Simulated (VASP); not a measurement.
**GeMo (rocksalt type): single point with r2SCAN+U**

The system is GeMo (rocksalt type).

```
Mo Ge
1.0
     0.00000    2.41283    2.41283
     2.41283    0.00000    2.41283
     2.41283    2.41283    0.00000
Mo Ge
1 1
Direct
  0.00000 0.00000 0.00000
  0.50000 0.50000 0.50000
```

```json
{
 "Program": "VASP 6.6.1",
 "Task": "single point",
 "Functional": "r2SCAN",
 "Potentials or basis": "VASP PAW PBE potentials, release 64 (Mo_sv, Ge_d)",
 "Cutoff": "520 eV",
 "k mesh": "14 × 14 × 14",
 "Occupations": "fermi-dirac, width 0.08 eV",
 "Spin": "no spin polarisation",
 "Hubbard terms": "Mo d U = 8.0 eV",
 "Dipole correction": "no",
 "Further INCAR settings": "ALGO = Normal; EDIFF = 1e-06; NBANDS = 21"
}
```

| Property | Result |
| --- | --- |
| Pressure | 50.1 GPa |
| Band gap on the k mesh | zero (bands 14 and 15 overlap by 3.05 eV) |

Levels at points of the mesh, in eV from the Fermi level:
| k point | band 12 | band 13 | band 14 | band 15 | band 16 | band 17 |
| --- | --- | --- | --- | --- | --- | --- |
| (0.00, 0.00, 0.00) | -2.55 | -1.87 | -1.87 | -1.87 | 2.69 | 2.69 |
| (0.50, 0.00, 0.00) | -5.55 | -5.55 | 0.54 | 0.54 | 2.39 | 5.06 |
| (0.50, 0.50, 0.00) | -4.16 | -1.44 | -0.63 | -0.63 | 1.68 | 1.68 |

Eigenvalues of the final occupation matrices:
```
    site  spin  trace               eigenvalues
site 1 d     1   2.13  0.33 0.33 0.33 0.56 0.56
site 1 d     2   2.13  0.33 0.33 0.33 0.56 0.56
```

Run time: 3.4 min on 1 thread of AMD EPYC 9R45 96-Core Processor (Zen 5), on a shared host, peak memory 0.18 GiB.

Caveat: the cell stands under pressure; the PAW data sets were made with another functional, which shifts forces and pressure a little; U without spin polarisation on a metal has little footing; the U is typed as a test and isn't derived for this compound.
